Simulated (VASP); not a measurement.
Here is a VASP 6.6.1 calculation.

Contents of INCAR:

```
SYSTEM = Au
  ALGO = Fast
  EDIFF = 1E-6
  ENCUT = 520
  ISIF = 2
  ISMEAR = -1
  LASPH = .True.
  LCHARG = .False.
  LREAL = .False.
  LWAVE = .False.
  NBANDS = 12
  NELM = 100
  PREC = Accurate
  SIGMA = 0.05
```

Contents of KPOINTS:

```
k-points
0
Gamma
  11 11 11
  0 0 0
```

File POSCAR:

```
Au
1.0
   -1.6682446112      1.6682446112      1.6682446112
    1.6682446112     -1.6682446112      1.6682446112
    1.6682446112      1.6682446112     -1.6682446112
Au
1
Direct
    0.0000000000      0.0000000000      0.0000000000
```

Potentials or basis: VASP PAW LDA potentials, release 64 (Au).

Launch:

```console
$ cat potpaw_LDA.64/Au/POTCAR > POTCAR
$ mpirun -np 1 vasp_std > vasp.out
```

Estimate the pressure.

-14.7 GPa.
